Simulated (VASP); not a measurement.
Set up this calculation in VASP 6.6.1, as the native input.

```
Task                   : single point
Functional             : PBE
Dispersion             : D3(BJ)
Potentials or basis    : VASP PAW PBE potentials, release 64 (C, O, H)
Cutoff                 : 520 eV
k mesh                 : 1 × 1 × 1
Occupations            : fermi-dirac, width 0.05 eV
Spin                   : no spin polarisation
Dipole correction      : no
Further INCAR settings : LREAL = Auto; ALGO = Normal; EDIFF = 1e-07; NBANDS = 101
```

The structure of H12C11O16 lies in POSCAR:

```
H12C11O16
1.0
    9.1481650000      0.0000000000      0.0000000000
    0.0000000000      9.1481650000      0.0000000000
    0.0000000000      0.0000000000      9.1481650000
C O H
11 16 12
Direct
    0.6755125208      0.4735594515      0.6176320606
    0.8442239509      0.9725884918      0.1289110986
    0.5034452264      0.1542385823      1.0097325529
    0.6426862655      0.7706026291      0.3347556586
    0.0598699302      0.5404690449      0.4057207101
    0.1938968088      0.0655104056      0.2203611325
    0.4255388922      0.1060431245      0.3990199127
    0.9640840540      0.3866130530      1.0726850685
    0.3166318054      1.0018949155      0.7982365862
    0.5693819471      0.5086703180      0.1009601379
   -0.0041866320      0.6930132983      1.0140066341
    0.7671374532      0.4325348308      0.6955165326
    0.5680483463      0.5243565240      0.5595657708
    0.8432292159      1.0192973126      0.2427590670
    0.8392940005      0.9529998639      0.0027983754
    0.5452022345      0.0462169189      1.0785113736
    0.4469748851      0.1980506473      0.9006833611
    0.7644593205      0.7225492763      0.3223815924
    0.5257447805      0.8066754371      0.3544426669
    0.0302137095      0.4412797539      0.3292026324
    0.0939314059      0.6544700495      0.4571517895
    0.1323653432      0.0878536843      0.1098580972
    0.3439596903      0.0760699004      0.4958808679
    0.8368344909      0.4198874856      1.0269491204
    0.3518847769      0.8770392751      0.7745815691
    0.4790578220      0.4126182683      0.1293155513
    0.0771848781      0.7328464233      1.1080254893
    0.1521944565      0.0813715100      0.3363516071
    0.2952395371     -0.0067117285      0.2081619647
    0.5291006448      0.0830767700      0.3821531422
    0.3724790709      0.1464993253      0.2965403444
    1.0603437957      0.4561789168      1.0745761582
    0.9773326126      0.2685347280      1.1096542312
    0.2661954611      1.0403288528      0.9034708053
    0.3483430830      1.0837801898      0.7078578054
    0.6223761815      0.5350253302     -0.0082420901
    0.6020879597      0.6111608175      0.1709085921
   -0.1213358089      0.7093881669      1.0158649303
    0.0393958788      0.6403797920      0.9038861892
```

One way to write it, as run:

INCAR

```
SYSTEM = H12C11O16
PREC = Accurate
ENCUT = 520
EDIFF = 1E-7
ISMEAR = -1
SIGMA = 0.05
LREAL = Auto
LASPH = .True.
NELM = 80
ALGO = Normal
ISIF = 2
LWAVE = .False.
LCHARG = .False.
GGA = PE
IVDW = 12
NBANDS = 101
```

KPOINTS

```
Automatic mesh
0
Gamma
  1 1 1
  0 0 0
```

Potentials or basis: VASP PAW PBE potentials, release 64 (C, O, H).

Launch:

```console
$ cat potpaw_PBE.64/C/POTCAR potpaw_PBE.64/O/POTCAR potpaw_PBE.64/H/POTCAR > POTCAR
$ mpirun -np 1 vasp_gam > vasp.out
```

It gave:

- Pressure: 1.3 GPa
- Largest force: 6.108 eV/Å
- Band gap on the k mesh: 1.56 eV
- Dispersion energy per atom: -0.039 eV

Caveat: the k points lie up to 0.69 Å⁻¹ apart.

Run time: 110 s on 1 thread of AMD EPYC 7R13 Processor (Zen 3) (shared host), peak memory 0.63 GiB.
